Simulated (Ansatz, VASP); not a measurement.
**Two plane-wave programs on Ir**

```
Ir
1.0
     2.70917    0.00000    0.00000
    -1.35458    2.34621    0.00000
     0.00000    0.00000   27.06010
Ir
6
Direct
  0.16667 0.33333 0.29753
  0.50000 0.00000 0.37759
  0.83333 0.66667 0.45900
  0.16667 0.33333 0.54100
  0.50000 0.00000 0.62241
  0.83333 0.66667 0.70247
```

Alike in both runs: functional PBEsol; k mesh 14 × 14 × 1; occupations fermi-dirac, width 0.08 eV; no spin polarisation.

Ansatz relaxed the structure, and its values are those at the end. VASP's run is a single point on that final structure, the one shown.

```csv
,VASP,Ansatz
version,VASP 6.6.1,Ansatz 0.2.0
potentials or method,"VASP PAW PBE potentials, release 64 (Ir)","PAW with Ansatz's default frozen-core files, scalar-relativistic"
plane-wave cutoff (eV),520,420
valence electrons in the cell,54,102
```

```csv
,VASP,Ansatz,Ansatz less VASP
rms of the force components (eV/Å),0.018,0.002,-0.0166
```

VASP's potentials were made for PBE, not for PBEsol. VASP's potentials hold 54 valence electrons a cell and Ansatz's 102, so a difference there can come from the potentials and not from the codes. Ansatz's warnings: stress scf threshold loose.

Neither program's run includes spin-orbit coupling.
